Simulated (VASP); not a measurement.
Al2Ru, 6 atoms in the cell. The structure is orthorhombic, space group Fddd (No. 70). The conventional cell has a = 4.450 Å, b = 8.022 Å, c = 8.819 Å, α = 90.00°, β = 90.00°, γ = 90.00°. Within 3.4 Å of Al (site symmetry 2) lie 5 Ru at 2.55 to 2.64 Å and 9 Al at 2.56 to 3.18 Å. Ru (site symmetry 222) has 10 Al at 2.55 to 2.64 Å and 4 Ru at 3.18 Å within 3.4 Å. 

```yaml
Program: VASP 6.6.1
Task: single point
Functional: LDA
Potentials_or_basis: VASP PAW LDA potentials, release 64 (Al, Ru_pv)
Cutoff: 520 eV
k_mesh: 10 × 10 × 10
Occupations: gaussian, width 0.03 eV
Spin: no spin polarisation
Dipole_correction: no
Further_INCAR_settings: ALGO = Fast; EDIFF = 1e-06; NBANDS = 29
```

Potentials or basis: VASP PAW LDA potentials, release 64 (Al, Ru_pv).

Command:

```console
$ cat potpaw_LDA.64/Al/POTCAR potpaw_LDA.64/Ru_pv/POTCAR > POTCAR
$ mpirun -np 1 vasp_std > vasp.out
```

Hardware: 1 thread of AMD EPYC 7R43 64-Core Processor (Zen 3), on a shared host.

Problem. How long does it take, and how much memory?

Solution. Wall time 9.8 min on 1 thread of AMD EPYC 7R43 64-Core Processor (Zen 3) (shared host), peak memory 0.4 GiB. Counts: scf iterations 15, k points 171.
